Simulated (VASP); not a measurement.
# Ba2H3NO6 (P-62m) in VASP: electric field gradients with r2SCAN

Aim: the electric field gradients of Ba2H3NO6 with r2SCAN.

Everything below comes from runs of VASP 6.6.1. Logs are shortened: lines on timing, memory, paths and dates and some standing lists are left out, and cuts for length are marked.

## (1) The cell of the first run

The structure is hexagonal, space group P-62m (No. 189). Conventional cell: a = 6.907 Å, b = 6.907 Å, c = 3.803 Å, α = 90.00°, β = 90.00°, γ = 120.00°. Ba (site symmetry -6) has 9 O at 2.78 to 2.96 Å and 6 H at 3.06 Å and 5 Ba at 3.80 to 3.99 Å and 3 N at 3.99 Å within 4.0 Å. Within 1.3 Å of H (site symmetry m2m) lie 1 O at 0.97 Å. N (site symmetry -62m) has 3 O at 1.26 Å within 1.7 Å. Within 1.7 Å of O (site symmetry m2m) lie 1 N at 1.26 Å. O (site symmetry m2m) has 1 H at 0.97 Å within 1.3 Å.

## (2) Electric field gradients, r2SCAN

POSCAR reads:

```
Ba2H3NO6
1.0
    6.9069000000      0.0000000000      0.0000000000
   -3.4534500000      5.9815508614      0.0000000000
    0.0000000000      0.0000000000      3.8028000000
Ba H N O
2 3 1 6
Direct
    0.3333333333      0.6666666667      0.0000000000
    0.6666666667      0.3333333333      0.0000000000
    0.3075941172      0.0000000000      0.5000000000
    0.6924058828      0.6924058828      0.5000000000
    0.0000000000      0.3075941172      0.5000000000
    0.0000000000      0.0000000000      0.0000000000
    0.1826520212      0.1826520212      0.0000000000
    0.0000000000      0.8173479788      0.0000000000
    0.8173479788      0.0000000000      0.0000000000
    0.4484300098      0.0000000000      0.5000000000
    0.5515699902      0.5515699902      0.5000000000
    0.0000000000      0.4484300098      0.5000000000
```

INCAR.step1 reads:

```
SYSTEM = Ba2H3NO6
PREC     = Accurate       ! precision mode
ENCUT    = 520            ! plane-wave cutoff, eV
ISMEAR   = -1             ! smearing method
SIGMA    = 0.02           ! smearing width, eV
LREAL    = .FALSE.        ! projectors in reciprocal space
LASPH    = .TRUE.         ! aspherical terms in the spheres
NELM     = 60             ! most SCF steps
NBANDS   = 44             ! bands
GGA      = PE             ! functional
ALGO     = Normal         ! electronic algorithm
EDIFF    = 1E-4           ! SCF threshold, eV
LWAVE    = .TRUE.         ! write WAVECAR
LCHARG   = .FALSE.        ! write CHGCAR
```

INCAR.step2 reads:

```
SYSTEM = Ba2H3NO6
PREC     = Accurate       ! precision mode
ENCUT    = 520            ! plane-wave cutoff, eV
EDIFF    = 1E-8           ! SCF threshold, eV
ISMEAR   = -1             ! smearing method
SIGMA    = 0.02           ! smearing width, eV
LREAL    = .FALSE.        ! projectors in reciprocal space
LASPH    = .TRUE.         ! aspherical terms in the spheres
NELM     = 60             ! most SCF steps
ALGO     = Normal         ! electronic algorithm
ISIF     = 2              ! what is computed and relaxed
LWAVE    = .FALSE.        ! write WAVECAR
LCHARG   = .FALSE.        ! write CHGCAR
METAGGA  = R2SCAN         ! meta-GGA
LMIXTAU  = .TRUE.       
LEFG     = .TRUE.       
NBANDS   = 44             ! bands
ISTART   = 1
```

KPOINTS reads:

```
Automatic mesh
0
G
  4 4 6
  0 0 0
```

Potentials or basis: VASP PAW PBE potentials, release 64 (Ba_sv, H, N, O).

Command:

```bash
$ cat potpaw_PBE.64/Ba_sv/POTCAR potpaw_PBE.64/H/POTCAR potpaw_PBE.64/N/POTCAR potpaw_PBE.64/O/POTCAR > POTCAR
$ cp INCAR.step1 INCAR
$ mpirun -np 1 vasp_std > vasp.out
$ cp INCAR.step2 INCAR
$ mpirun -np 1 vasp_std > vasp.out
```

OUTCAR:

```text
SYSTEM = Ba2H3NO6
   PREC = Accurate
   ENCUT = 520
   EDIFF = 1E-8
   ISMEAR = -1
   LREAL = .FALSE.
   LASPH = .TRUE.
   NELM = 60
   ISIF = 2
   METAGGA = R2SCAN
   ISTART = 1

 ion  position               nearest neighbor table
   1  0.333  0.667  0.000-  10 2.78  10 2.78  12 2.78  12 2.78  11 2.78  11 2.78   8 2.96   9 2.96
                             7 2.96   2 3.99   2 3.99   2 3.99
   2  0.667  0.333  0.000-  12 2.78  12 2.78  10 2.78  10 2.78  11 2.78  11 2.78   9 2.96   8 2.96
                             7 2.96   1 3.99   1 3.99   1 3.99
   3  0.308  0.000  0.500-  10 0.97
   4  0.692  0.692  0.500-  11 0.97
   5  0.000  0.308  0.500-  12 0.97
   6  0.000  0.000  0.000-   9 1.26   8 1.26   7 1.26
   7  0.183  0.183  0.000-   6 1.26   2 2.96   1 2.96
   8  0.000  0.817  0.000-   6 1.26   1 2.96   2 2.96
   9  0.817  0.000  0.000-   6 1.26   2 2.96   1 2.96
  10  0.448  0.000  0.500-   3 0.97   1 2.78   1 2.78   2 2.78   2 2.78
  11  0.552  0.552  0.500-   4 0.97   1 2.78   1 2.78   2 2.78   2 2.78
  12  0.000  0.448  0.500-   5 0.97   2 2.78   2 2.78   1 2.78   1 2.78

  LATTYP: Found a hexagonal cell.
 ALAT       =     6.9069000000
 C/A-ratio  =     0.5505798549

  Lattice vectors:

 A1 = (   6.9069000000,   0.0000000000,   0.0000000000)
 A2 = (  -3.4534500000,   5.9815508614,   0.0000000000)
 A3 = (   0.0000000000,   0.0000000000,   3.8028000000)

Analysis of symmetry for initial positions (statically):
=====================================================================
 Subroutine PRICEL returns:
 Original cell was already a primitive cell.

 Routine SETGRP: Setting up the symmetry group for a
 hexagonal supercell.

 Subroutine GETGRP returns: Found 12 space group operations
 (whereof 12 operations were pure point group operations)
 out of a pool of 24 trial point group operations.

The static configuration has the point symmetry D_3h.

Analysis of symmetry for dynamics (positions and initial velocities):
=====================================================================
 Subroutine PRICEL returns:
 Original cell was already a primitive cell.

 Routine SETGRP: Setting up the symmetry group for a
 hexagonal supercell.

 Subroutine GETGRP returns: Found 12 space group operations
 (whereof 12 operations were pure point group operations)
 out of a pool of 24 trial point group operations.

The dynamic configuration has the point symmetry D_3h.

 Subroutine INISYM returns: Found 12 space group operations
 (whereof 12 operations are pure point group operations),
 and found     1 'primitive' translations

----------------------------------------------------------------------------------------

                                     Primitive cell

  volume of cell :     157.1088

  direct lattice vectors                    reciprocal lattice vectors
     6.906900000  0.000000000  0.000000000     0.144782753  0.083590362  0.000000000
    -3.453450000  5.981550861  0.000000000     0.000000000  0.167180723  0.000000000
     0.000000000  0.000000000  3.802800000     0.000000000  0.000000000  0.262964132

  length of vectors
     6.906900000  6.906900000  3.802800000     0.167180723  0.167180723  0.262964132

  position of ions in fractional coordinates (direct lattice)
     0.333333333  0.666666667  0.000000000
     0.666666667  0.333333333  0.000000000
     0.307594117  0.000000000  0.500000000
     0.692405883  0.692405883  0.500000000
     0.000000000  0.307594117  0.500000000
     0.000000000  0.000000000  0.000000000
     0.182652021  0.182652021  0.000000000
     0.000000000  0.817347979  0.000000000
     0.817347979  0.000000000  0.000000000
     0.448430010  0.000000000  0.500000000
     0.551569990  0.551569990  0.500000000
     0.000000000  0.448430010  0.500000000

  ion indices of the primitive-cell ions
[... 96 lines left out ...]
     AMIX_MAG =   1.60;   BMIX_MAG =  1.00
  volume/ion in A,a.u.               =      13.09        88.35
  Fermi-wavevector in a.u.,A,eV,Ry     =   1.213579  2.293332 20.038302  1.472774
  Thomas-Fermi vector in A             =   2.349026
   LORBIT       =      0    0 simple, 1 ext, 2 COOP (PROOUT), +10 PAW based schemes
   METAGGA = R2SCAN    functional components
   LHFCALC =     F    Hartree Fock is set to
   AEXX    =    0.0000 exact exchange contribution
   IVDW    =     0    specifies the selected vdW correction
   LEPSILON=     F    determine dielectric tensor
   LRPA    =     F    only Hartree local field effects (RPA)
 non-spin polarized calculation
  energy-cutoff  :      520.00
  volume of cell :      157.11
 maximum number of plane-waves:      4256
 NGX is ok and might be reduce to    54
   NGX = 25   NGY = 25   NGZ = 15

 number of electron      63.9999982 magnetization

 Free energy of the ion-electron system (eV)
  ---------------------------------------------------
  ext. energy  EPLUGINS =         0.00000000
  ---------------------------------------------------
  free energy    TOTEN  =      -127.86668875 eV

  energy without entropy =     -127.86668875  energy(sigma->0) =     -127.86668875

 E-fermi :   0.2683     XC(G=0):  -9.7271

 val. band max:       -0.1317545352   @ k =   0.0000   0.0000   0.5000
 cond. band min:       2.8694000844   @ k =   0.0000   0.0000   0.5000
 fundamental gap:      3.0011546197
 Fermi energy:         0.2683035988

 k-point     1 :       0.0000    0.0000    0.0000
  band No.  band energies     occupation
      1     -27.6579      2.00000
      2     -25.4808      2.00000
      3     -25.3445      2.00000
      4     -21.8672      2.00000
      5     -21.8672      2.00000
      6     -18.1475      2.00000
[... 741 lines left out ...]
     43       9.7569      0.00000
     44       9.8376      0.00000

------------------------ aborting loop because EDIFF is reached ----------------------------------------

  FORCE on cell =-STRESS in cart. coord.  units (eV):
  Direction    XX          YY          ZZ          XY          YZ          ZX
  --------------------------------------------------------------------------------------
  -------------------------------------------------------------------------------------
  Total        0.8010504      0.8010504      1.1261638      0.0000000      0.0000000      0.0000000
  in kB        8.1690202      8.1690202     11.4844889      0.0000000      0.0000000      0.0000000
  external PRESSURE =       9.2741764 kB  Pullay stress =       0.0000000 kB

 VOLUME and BASIS-vectors are now :
 -----------------------------------------------------------------------------
  energy-cutoff  :      520.00
  volume of cell :      157.11
      direct lattice vectors                 reciprocal lattice vectors
     6.906900000  0.000000000  0.000000000     0.144782753  0.083590362  0.000000000
    -3.453450000  5.981550861  0.000000000     0.000000000  0.167180723  0.000000000
     0.000000000  0.000000000  3.802800000     0.000000000  0.000000000  0.262964132

 POSITION                                       TOTAL-FORCE (eV/Angst)
 -----------------------------------------------------------------------------------
     -0.00000      3.98770      0.00000         0.000000      0.000000     -0.000000
      3.45345      1.99385      0.00000        -0.000000      0.000000     -0.000000
      2.12452      0.00000      1.90140         0.177911      0.000000     -0.000000
      2.39119      4.14166      1.90140        -0.088956     -0.154075     -0.000000
     -1.06226      1.83989      1.90140        -0.088956      0.154075     -0.000000
      0.00000      0.00000      0.00000         0.000000      0.000000     -0.000000
      0.63078      1.09254      0.00000        -0.048519     -0.084038     -0.000000
     -2.82267      4.88901      0.00000        -0.048519      0.084038     -0.000000
      5.64534      0.00000      0.00000         0.097039      0.000000     -0.000000
      3.09726      0.00000      1.90140        -0.231122      0.000000      0.000000
      1.90482      3.29924      1.90140         0.115561      0.200157      0.000000
     -1.54863      2.68231      1.90140         0.115561     -0.200157      0.000000
 -----------------------------------------------------------------------------------
    total drift:                                0.000001      0.000002     -0.000000

  FREE ENERGIE OF THE ION-ELECTRON SYSTEM (eV)
  ---------------------------------------------------
  free  energy   TOTEN  =      -127.8666887541 eV

  energy  without entropy=     -127.8666887541  energy(sigma->0) =     -127.86668875

 Electric field gradients (V/A^2)
---------------------------------------------------------------------
 ion       V_xx      V_yy      V_zz      V_xy      V_xz      V_yz
---------------------------------------------------------------------
   1      39.799    39.799   -79.598    -0.000     0.000     0.000
   2      39.799    39.799   -79.598    -0.000     0.000    -0.000
   3      43.853   -21.963   -21.890    -0.001    -0.000     0.000
   4      -5.508    27.400   -21.892    28.499    -0.000    -0.000
   5      -5.508    27.398   -21.890   -28.500    -0.000    -0.000
   6      -0.899    -0.900     1.799    -0.001     0.000     0.000
   7     -97.768   115.309   -17.540   184.530    -0.000    -0.000
   8     -97.768   115.311   -17.543  -184.529     0.000    -0.000
   9     221.848  -204.305   -17.543     0.002     0.000     0.000
  10     140.625   -72.545   -68.080     0.000     0.000    -0.000
  11     -19.253    87.331   -68.079    92.304    -0.000    -0.000
  12     -19.253    87.333   -68.080   -92.305    -0.000    -0.000
---------------------------------------------------------------------

 Electric field gradients after diagonalization (V/A^2)
 (convention: |V_zz| > |V_xx| > |V_yy|)
----------------------------------------------------------------------
 ion       V_xx      V_yy      V_zz     asymmetry (V_yy - V_xx)/ V_zz
----------------------------------------------------------------------
   1      39.799    39.799   -79.598       0.000
   2      39.799    39.799   -79.598       0.000
   3     -21.963   -21.890    43.853       0.002
   4     -21.962   -21.892    43.854       0.002
   5     -21.963   -21.890    43.853       0.002
   6      -0.900    -0.899     1.799       0.001
   7    -204.307   -17.540   221.847       0.842
   8    -204.305   -17.543   221.848       0.842
   9    -204.305   -17.543   221.848       0.842
  10     -72.545   -68.080   140.625       0.032
  11     -72.545   -68.079   140.623       0.032
  12     -72.545   -68.080   140.625       0.032
----------------------------------------------------------------------

           NMR quadrupolar parameters

 Cq : quadrupolar parameter    Cq=e*Q*V_zz/h
 eta: asymmetry parameters     (V_yy - V_xx)/ V_zz
 Q  : nuclear electric quadrupole moment in mb (millibarn)
----------------------------------------------------------------------
 ion       Cq(MHz)       eta       Q (mb)
----------------------------------------------------------------------
   1      -0.192       0.000       1.000
   2      -0.192       0.000       1.000
   3       0.106       0.002       1.000
   4       0.106       0.002       1.000
   5       0.106       0.002       1.000
   6       0.004       0.001       1.000
   7       0.536       0.842       1.000
   8       0.536       0.842       1.000
   9       0.536       0.842       1.000
  10       0.340       0.032       1.000
  11       0.340       0.032       1.000
  12       0.340       0.032       1.000
----------------------------------------------------------------------
```

It took 9 min on 1 thread of AMD EPYC 7R43 (Zen 3), shared host; peak memory 0.32 GiB.

What came out:

```yaml
Free_energy: -127.8667 eV
Pressure: 0.9 GPa
Largest_force: 0.231 eV/Å
Band_gap_on_the_k_mesh: 3.00 eV
Largest_electric_field_gradient_by_atom: Ba -79.6; H +43.9; N +1.8; O +221.8, +140.6 (each value once) V/Å²
```

Forces in eV/Å, atoms in the order of the input:
```
Ba   0.000  0.000  0.000
Ba   0.000  0.000  0.000
H    0.178  0.000  0.000
H   -0.089 -0.154  0.000
H   -0.089  0.154  0.000
N    0.000  0.000  0.000
O   -0.049 -0.084  0.000
O   -0.049  0.084  0.000
O    0.097  0.000  0.000
O   -0.231  0.000  0.000
O    0.116  0.200  0.000
O    0.116 -0.200  0.000
```

Stress tensor (GPa, compression positive):
```
0.82 0.00 0.00
0.00 0.82 0.00
0.00 0.00 1.15
```

Electric field gradients, principal values (V/Å²):
```
atom    least    middle  greatest (by size)
1 Ba   39.799    39.799             -79.598
2 Ba   39.799    39.799             -79.598
 3 H  -21.890   -21.963              43.853
 4 H  -21.892   -21.962              43.854
 5 H  -21.890   -21.963              43.853
 6 N   -0.899    -0.900               1.799
 7 O  -17.540  -204.307             221.847
 8 O  -17.543  -204.305             221.848
 9 O  -17.543  -204.305             221.848
10 O  -68.080   -72.545             140.625
11 O  -68.079   -72.545             140.623
12 O  -68.080   -72.545             140.625
```

Caveat: without QUAD_EFG the Cq values of the log hold for a quadrupole moment of 1 mb, not for the nuclei; the PAW data sets were made with another functional, which shifts forces and pressure a little; spin-orbit coupling is left out, which moves the levels of the heavy elements. A k mesh can miss the band edges.
